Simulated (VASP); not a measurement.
# Cd (P6_3/mmc) in VASP: a series of runs

Cd is run at these levels: LDA; tasks: single point.

All numbers are computed with VASP 6.6.1; they aren't measurements. Logs are shortened: lines on timing, memory, paths and dates and some standing lists are left out, and cuts for length are marked.

## 1. The cell of the first run

It takes space group P6_3/mmc (No. 194, hexagonal). The conventional cell has a = 2.882 Å, b = 2.882 Å, c = 5.638 Å, α = 90.00°, β = 90.00°, γ = 120.00°. Within 3.8 Å of Cd (site symmetry -6m2) lie 12 Cd at 2.88 to 3.27 Å.

## 2. Single point, LDA

INCAR

```
SYSTEM = Cd
PREC = Accurate
ENCUT = 520
EDIFF = 1E-6
ISMEAR = -1
SIGMA = 0.6
LREAL = .FALSE.
LASPH = .TRUE.
NELM = 80
ALGO = Normal
ISIF = 2
LWAVE = .FALSE.
LCHARG = .TRUE.
GGA = CA
LELF = .TRUE.
LVHAR = .TRUE.
NBANDS = 19
```

KPOINTS

```
Automatic mesh
0
G
  13 13 6
  0 0 0
```

POSCAR

```
Cd
1.0
    2.8818641727      0.0000000000      0.0000000000
   -1.4409320863      2.4957675838      0.0000000000
    0.0000000000      0.0000000000      5.6383707528
Cd
2
Direct
    0.3333333333      0.6666666667      0.2500000000
    0.6666666667      0.3333333333      0.7500000000
```

Potentials or basis: VASP PAW LDA potentials, release 64 (Cd).

On the command line:

```console
$ cat potpaw_LDA.64/Cd/POTCAR > POTCAR
$ mpirun -np 1 vasp_std > vasp.out
```

OUTCAR:

```text
SYSTEM = Cd
   PREC = Accurate
   ENCUT = 520
   EDIFF = 1E-6
   ISMEAR = -1
   LREAL = .FALSE.
   LASPH = .TRUE.
   NELM = 80
   ISIF = 2
   GGA = CA

 ion  position               nearest neighbor table
   1  0.333  0.667  0.250-   2 3.27   2 3.27   2 3.27   2 3.27   2 3.27   2 3.27
   2  0.667  0.333  0.750-   1 3.27   1 3.27   1 3.27   1 3.27   1 3.27   1 3.27

  LATTYP: Found a hexagonal cell.
 ALAT       =     2.8818641727
 C/A-ratio  =     1.9565012141

  Lattice vectors:

 A1 = (   2.8818641727,   0.0000000000,   0.0000000000)
 A2 = (  -1.4409320863,   2.4957675838,   0.0000000000)
 A3 = (   0.0000000000,   0.0000000000,   5.6383707528)

Analysis of symmetry for initial positions (statically):
=====================================================================
 Subroutine PRICEL returns:
 Original cell was already a primitive cell.

 Routine SETGRP: Setting up the symmetry group for a
 hexagonal supercell.

 Subroutine GETGRP returns: Found 24 space group operations
 (whereof 12 operations were pure point group operations)
 out of a pool of 24 trial point group operations.

The static configuration has the point symmetry D_3d.
 The point group associated with its full space group is D_6h.

Analysis of symmetry for dynamics (positions and initial velocities):
=====================================================================
 Subroutine PRICEL returns:
 Original cell was already a primitive cell.

 Routine SETGRP: Setting up the symmetry group for a
 hexagonal supercell.

 Subroutine GETGRP returns: Found 24 space group operations
 (whereof 12 operations were pure point group operations)
 out of a pool of 24 trial point group operations.

The dynamic configuration has the point symmetry D_3d.
 The point group associated with its full space group is D_6h.

 Subroutine INISYM returns: Found 24 space group operations
 (whereof 12 operations are pure point group operations),
 and found     1 'primitive' translations

----------------------------------------------------------------------------------------

                                     Primitive cell

  volume of cell :      40.5538

  direct lattice vectors                    reciprocal lattice vectors
     2.881864173  0.000000000  0.000000000     0.346997617  0.200339167  0.000000000
    -1.440932086  2.495767584  0.000000000     0.000000000  0.400678335  0.000000000
     0.000000000  0.000000000  5.638370753     0.000000000  0.000000000  0.177356198

  length of vectors
     2.881864173  2.881864173  5.638370753     0.400678335  0.400678335  0.177356198

  position of ions in fractional coordinates (direct lattice)
     0.333333333  0.666666667  0.250000000
     0.666666667  0.333333333  0.750000000

  ion indices of the primitive-cell ions
   primitive index   ion index
                 1           1
                 2           2

----------------------------------------------------------------------------------------

 KPOINTS: Automatic mesh

Automatic generation of k-mesh.
 Grid dimensions read from file:
 generate k-points for:   13   13    6

 Generating k-lattice:

  Cartesian coordinates                     Fractional coordinates (reciprocal lattice)
     0.026692124  0.015410705  0.000000000     0.076923077 -0.000000000  0.000000000
     0.000000000  0.030821410  0.000000000     0.000000000  0.076923077  0.000000000
     0.000000000  0.000000000  0.029559366     0.000000000  0.000000000  0.166666667

  Length of vectors
     0.030821410  0.030821410  0.029559366

  Shift w.r.t. Gamma in fractional coordinates (k-lattice)
     0.000000000  0.000000000  0.000000000

 Subroutine IBZKPT returns following result:
 ===========================================

 Found     84 irreducible k-points:

 Following reciprocal coordinates:
            Coordinates               Weight
  0.000000  0.000000  0.000000      1.000000
  0.076923  0.000000  0.000000      6.000000
  0.153846 -0.000000  0.000000      6.000000
  0.230769 -0.000000  0.000000      6.000000
  0.307692 -0.000000  0.000000      6.000000
  0.384615  0.000000  0.000000      6.000000
[... 16 lines left out ...]
  0.076923  0.000000  0.166667     12.000000
  0.153846 -0.000000  0.166667     12.000000
 [... further k-points ...]
   k-points           NKPTS =     84   k-points in BZ     NKDIM =     84   number of bands    NBANDS=     19
   number of dos      NEDOS =    301   number of ions     NIONS =      2
   total plane-waves  NPLWV =  24192
   dimension x,y,z NGX =    24 NGY =   24 NGZ =   42
   dimension x,y,z NGXF=    48 NGYF=   48 NGZF=   84
   ions per type =               2
   NGX,Y,Z   is equivalent  to a cutoff of  13.84, 13.84, 12.38 a.u.
   NGXF,Y,Z  is equivalent  to a cutoff of  27.69, 27.69, 24.77 a.u.
 SYSTEM =  Cd
   PREC   = accura    normal or accurate (medium, high low for compatibility)
   ISTART =      0    job   : 0-new  1-cont  2-samecut
   ICHARG =      2    charge: 1-file 2-atom 10-const
   ISPIN  =      1    spin polarized calculation?
   LNONCOLLINEAR =      F non collinear calculations
   LSORBIT =      F    spin-orbit coupling
   LASPH  =      T    aspherical Exc in radial PAW
   ENCUT  =  520.0 eV  38.22 Ry    6.18 a.u.   5.36  5.36 10.48*2*pi/ulx,y,z
   NELM   =     80;   NELMIN=  2; NELMDL= -5     # of ELM steps
   EDIFF  = 0.1E-05   stopping-criterion for ELM
   LREAL  =      F    real-space projection
   EDIFFG = 0.1E-04   stopping-criterion for IOM
   NSW    =      0    number of steps for IOM
   IBRION =     -1    ionic relax: 0-MD 1-quasi-New 2-CG
   NFREE  =      0    steps in history (QN), initial steepest desc. (CG)
   ISIF   =      2    stress and relaxation
   ISYM   =      2    0-nonsym 1-usesym 2-fastsym
   POTIM  = 0.5000    time-step for ionic-motion
   TEBEG  =    0.0;   TEEND  =   0.0 temperature during run
   PSTRESS=    0.0 pullay stress
   NELECT =      24.0000    total number of electrons
   NUPDOWN=      -1.0000    fix difference up-down
   EMIN   =  10.00;   EMAX   =-10.00  energy-range for DOS
   EFERMI =   0.00;   METHOD = LEGACY
   ISMEAR =    -1;   SIGMA  =   0.60  broadening in eV -4-tet -1-fermi 0-gaus
   EFERMI_NEDOS =   21; number of points for ismear=-14 and -15
   IALGO  =     38    algorithm
   IMIX   =      4    mixing-type and parameters
     AMIX     =   0.40;   BMIX     =  1.00
     AMIX_MAG =   1.60;   BMIX_MAG =  1.00
  volume/ion in A,a.u.               =      20.28       136.84
  Fermi-wavevector in a.u.,A,eV,Ry     =   1.374469  2.597369 25.703635  1.889164
  Thomas-Fermi vector in A             =   2.499892
   LORBIT       =      0    0 simple, 1 ext, 2 COOP (PROOUT), +10 PAW based schemes
   GGA     = CA    functional components
   LHFCALC =     F    Hartree Fock is set to
   AEXX    =    0.0000 exact exchange contribution
   IVDW    =     0    specifies the selected vdW correction
   LEPSILON=     F    determine dielectric tensor
   LRPA    =     F    only Hartree local field effects (RPA)
 non-spin polarized calculation
  energy-cutoff  :      520.00
  volume of cell :       40.55
 maximum number of plane-waves:      1136
 NGX is ok and might be reduce to    24
   NGX = 11   NGY = 11   NGZ = 21

 number of electron      23.9999994 magnetization

 Free energy of the ion-electron system (eV)
  ---------------------------------------------------
  ext. energy  EPLUGINS =         0.00000000
  ---------------------------------------------------
  free energy    TOTEN  =        -3.36593917 eV

  energy without entropy =       -2.64602292  energy(sigma->0) =       -3.00598104

 E-fermi :   3.1634     XC(G=0): -11.6936

 val. band max:        3.1564881938   @ k =   0.3846   0.0769   0.0000
 cond. band min:       3.1993668697   @ k =   0.3846   0.2308   0.5000
 fundamental gap:      0.0428786760
 Fermi energy:         3.1633849283

 k-point     1 :       0.0000    0.0000    0.0000
  band No.  band energies     occupation
      1      -7.0128      2.00000
      2      -6.7875      2.00000
      3      -6.2126      2.00000
      4      -6.2126      2.00000
      5      -6.1632      2.00000
      6      -6.1632      2.00000
[... 11 lines left out ...]
     18      19.3329      0.00000
     19      19.5925      0.00000

 k-point     2 :       0.0769    0.0000    0.0000
  band No.  band energies     occupation
      1      -6.9345      2.00000
      2      -6.6915      2.00000
      3      -6.2453      2.00000
      4      -6.1922      2.00000
      5      -6.1460      2.00000
      6      -6.0983      2.00000
[... 11 lines left out ...]
     18      18.2867      0.00000
     19      20.1133      0.00000

 k-point     3 :       0.1538   -0.0000    0.0000
  band No.  band energies     occupation
      1      -6.7755      2.00000
      2      -6.5362      2.00000
      3      -6.3210      2.00000
      4      -6.1912      2.00000
      5      -5.9573      2.00000
      6      -5.9150      2.00000
[... 11 lines left out ...]
     18      17.9043      0.00000
     19      18.3755      0.00000

 k-point     4 :       0.2308   -0.0000    0.0000
  band No.  band energies     occupation
      1      -6.7869      2.00000
      2      -6.5732      2.00000
      3      -6.2295      2.00000
      4      -6.0678      2.00000
      5      -6.0081      2.00000
      6      -5.7737      2.00000
[... 11 lines left out ...]
     18      16.1664      0.00000
     19      17.5715      0.00000

 k-point     5 :       0.3077   -0.0000    0.0000
  band No.  band energies     occupation
      1      -6.9295      2.00000
      2      -6.7373      2.00000
      3      -6.3528      2.00000
      4      -6.0211      2.00000
      5      -5.9504      2.00000
      6      -5.7394      2.00000
[... 11 lines left out ...]
     18      16.7376      0.00000
     19      17.3023      0.00000
[... 334 lines left out ...]
      2      -6.2743      2.00000
      3      -6.2290      2.00000
      4      -6.1314      2.00000
      5      -6.0689      2.00000
      6      -5.9275      2.00000
[... 11 lines left out ...]
     18       9.5952      0.00004
     19      11.4616      0.00000

 k-point    22 :       0.0000    0.0000    0.1667
  band No.  band energies     occupation
      1      -6.9969      2.00000
      2      -6.7990      2.00000
      3      -6.2125      2.00000
      4      -6.2125      2.00000
      5      -6.1692      2.00000
      6      -6.1692      2.00000
[... 11 lines left out ...]
     18      19.4464      0.00000
     19      19.4464      0.00000

 k-point    23 :       0.0769    0.0000    0.1667
  band No.  band energies     occupation
      1      -6.9179      2.00000
      2      -6.7065      2.00000
      3      -6.2430      2.00000
      4      -6.1979      2.00000
      5      -6.1463      2.00000
      6      -6.1044      2.00000
[... 11 lines left out ...]
     18      19.4326      0.00000
     19      19.6205      0.00000

 k-point    24 :       0.1538   -0.0000    0.1667
  band No.  band energies     occupation
      1      -6.7590      2.00000
      2      -6.5503      2.00000
      3      -6.3122      2.00000
      4      -6.2107      2.00000
      5      -5.9595      2.00000
      6      -5.9217      2.00000
[... 11 lines left out ...]
     18      18.0285      0.00000
     19      19.3946      0.00000

 [... further k-points ...]

------------------------ aborting loop because EDIFF is reached ----------------------------------------

  FORCE on cell =-STRESS in cart. coord.  units (eV):
  Direction    XX          YY          ZZ          XY          YZ          ZX
  --------------------------------------------------------------------------------------
  -------------------------------------------------------------------------------------
  Total        0.9286311      0.9286311      0.0494358      0.0000000     -0.0000000      0.0000000
  in kB       36.6878722     36.6878722      1.9530845      0.0000000     -0.0000000      0.0000000
  external PRESSURE =      25.1096096 kB  Pullay stress =       0.0000000 kB

 VOLUME and BASIS-vectors are now :
 -----------------------------------------------------------------------------
  energy-cutoff  :      520.00
  volume of cell :       40.55
      direct lattice vectors                 reciprocal lattice vectors
     2.881864173  0.000000000  0.000000000     0.346997617  0.200339167  0.000000000
    -1.440932086  2.495767584  0.000000000     0.000000000  0.400678335  0.000000000
     0.000000000  0.000000000  5.638370753     0.000000000  0.000000000  0.177356198

 POSITION                                       TOTAL-FORCE (eV/Angst)
 -----------------------------------------------------------------------------------
     -0.00000      1.66385      1.40959         0.000000     -0.000000     -0.000000
      1.44093      0.83192      4.22878        -0.000000      0.000000      0.000000
 -----------------------------------------------------------------------------------
    total drift:                               -0.000000      0.000000      0.000000

  FREE ENERGIE OF THE ION-ELECTRON SYSTEM (eV)
  ---------------------------------------------------
  free  energy   TOTEN  =        -3.3659391695 eV

  energy  without entropy=       -2.6460229178  energy(sigma->0) =       -3.00598104
```

Wall time 60 s (1 thread of Intel Xeon 8259CL, shared host); peak memory 0.18 GiB.

What came out:

```
Free energy            : -3.3659 eV
Pressure               : 2.5 GPa
Band gap on the k mesh : zero (bands 12 and 13 overlap by 4.68 eV)
```

Stress tensor (GPa, compression positive):
```
3.67 0.00 0.00
0.00 3.67 0.00
0.00 0.00 0.20
```

Caveat: so wide a smearing shifts energies and pressures.

## 3. Single point, LDA

INCAR

```
SYSTEM = Cd
  PREC = Accurate
  ENCUT = 520
  EDIFF = 1E-7
  ISMEAR = -1
  SIGMA = 1.0
  LREAL = .FALSE.
  LASPH = .TRUE.
  NELM = 80
  ALGO = Normal
  ISIF = 2
  LWAVE = .FALSE.
  LCHARG = .FALSE.
  GGA = CA
  NBANDS = 19
```

KPOINTS is that of step 2.

POSCAR is that of step 2.

Potentials or basis: VASP PAW LDA potentials, release 64 (Cd).

On the command line:

```console
$ cat potpaw_LDA.64/Cd/POTCAR > POTCAR
$ mpirun -np 1 vasp_std > vasp.out
```

OUTCAR:

```text
SYSTEM = Cd
   PREC = Accurate
   ENCUT = 520
   EDIFF = 1E-7
   ISMEAR = -1
   LREAL = .FALSE.
   LASPH = .TRUE.
   NELM = 80
   ISIF = 2
   GGA = CA

 ion  position               nearest neighbor table
   1  0.333  0.667  0.250-   2 3.27   2 3.27   2 3.27   2 3.27   2 3.27   2 3.27
   2  0.667  0.333  0.750-   1 3.27   1 3.27   1 3.27   1 3.27   1 3.27   1 3.27

  LATTYP: Found a hexagonal cell.
 ALAT       =     2.8818641727
 C/A-ratio  =     1.9565012141

  Lattice vectors:

 A1 = (   2.8818641727,   0.0000000000,   0.0000000000)
 A2 = (  -1.4409320863,   2.4957675838,   0.0000000000)
 A3 = (   0.0000000000,   0.0000000000,   5.6383707528)

Analysis of symmetry for initial positions (statically):
=====================================================================
 Subroutine PRICEL returns:
 Original cell was already a primitive cell.

 Routine SETGRP: Setting up the symmetry group for a
 hexagonal supercell.

 Subroutine GETGRP returns: Found 24 space group operations
 (whereof 12 operations were pure point group operations)
 out of a pool of 24 trial point group operations.
[... 161 lines left out ...]
  free energy    TOTEN  =        -4.02986687 eV

  energy without entropy =       -1.90208878  energy(sigma->0) =       -2.96597782

 E-fermi :   3.0936     XC(G=0): -11.6935

 val. band max:        2.9588577247   @ k =   0.1538   0.0769   0.1667
 cond. band min:       3.1052658695   @ k =   0.3077  -0.0000   0.0000
 fundamental gap:      0.1464081449
 Fermi energy:         3.0935612677

 k-point     1 :       0.0000    0.0000    0.0000
  band No.  band energies     occupation
      1      -7.0123      1.99992
      2      -6.7889      1.99990
      3      -6.2165      1.99982
      4      -6.2165      1.99982
      5      -6.1671      1.99981
      6      -6.1671      1.99981
[... 505 lines left out ...]
      6      -5.9254      1.99976
[... 11 lines left out ...]
     18      18.0287      0.00000
     19      19.3948      0.00000

 [... further k-points ...]

------------------------ aborting loop because EDIFF is reached ----------------------------------------

  FORCE on cell =-STRESS in cart. coord.  units (eV):
  Direction    XX          YY          ZZ          XY          YZ          ZX
  --------------------------------------------------------------------------------------
  -------------------------------------------------------------------------------------
  Total        1.7114142      1.7114142      0.4510973      0.0000000      0.0000000      0.0000000
  in kB       67.6136601     67.6136601     17.8217146      0.0000000      0.0000000      0.0000000
  external PRESSURE =      51.0163449 kB  Pullay stress =       0.0000000 kB

 VOLUME and BASIS-vectors are now :
 -----------------------------------------------------------------------------
  energy-cutoff  :      520.00
  volume of cell :       40.55
      direct lattice vectors                 reciprocal lattice vectors
     2.881864173  0.000000000  0.000000000     0.346997617  0.200339167  0.000000000
    -1.440932086  2.495767584  0.000000000     0.000000000  0.400678335  0.000000000
     0.000000000  0.000000000  5.638370753     0.000000000  0.000000000  0.177356198

 POSITION                                       TOTAL-FORCE (eV/Angst)
 -----------------------------------------------------------------------------------
     -0.00000      1.66385      1.40959        -0.000000      0.000000      0.000000
      1.44093      0.83192      4.22878         0.000000     -0.000000      0.000000
 -----------------------------------------------------------------------------------
    total drift:                               -0.000000      0.000000     -0.000000

  FREE ENERGIE OF THE ION-ELECTRON SYSTEM (eV)
  ---------------------------------------------------
  free  energy   TOTEN  =        -4.0298668661 eV

  energy  without entropy=       -1.9020887835  energy(sigma->0) =       -2.96597782
```

Run time: 69 s. Hardware: 1 thread of Intel Xeon 8259CL, shared host; peak memory 0.18 GiB.

Results:

```
Free energy            : -4.0299 eV
Pressure               : 5.1 GPa
Band gap on the k mesh : zero (bands 12 and 13 overlap by 4.68 eV)
```

Caveat: the cell stands under pressure; so wide a smearing shifts energies and pressures.

## 4. Single point, LDA

INCAR

```
ALGO = Normal ; EDIFF = 1E-6
ENCUT = 520 ; ISIF = 2
ISMEAR = 0 ; LASPH = True
LCHARG = False ; LREAL = False
LWAVE = False ; NBANDS = 19
NELM = 100 ; PREC = Accurate
SIGMA = 0.01
```

KPOINTS

```
k-points
0
Gamma
  13 13 6
```

POSCAR is that of step 3.

On the command line:

```console
$ cat potpaw_LDA.64/Cd/POTCAR > POTCAR
$ mpirun -np 1 vasp_std > vasp.out
```

It took 62 s on 1 thread of Intel Xeon 8259CL, shared host; peak memory 0.18 GiB.

Results (log left out):

* Free energy: -3.0389 eV
* Pressure: 0.8 GPa
* Band gap on the k mesh: zero (bands 12 and 13 overlap by 4.69 eV)

Stress tensor (GPa, compression positive):
```
 2.00  0.00  0.00
 0.00  2.00  0.00
 0.00  0.00 -1.71
```

Levels at points of the mesh, in eV from the Fermi level:
```
           k point  band 8  band 9  band 10  band 11  band 12  band 13  band 14  band 15  band 16  band 17
(0.00, 0.00, 0.00)   -8.62   -8.62    -8.37    -8.37    -3.35    -3.31    10.02    14.79    15.27    16.24
(0.00, 0.00, 0.50)   -8.48   -8.48    -8.48    -7.67    -7.67     3.39     3.39    15.58    15.58    17.14
```

(Continued in part 2 of 2.)
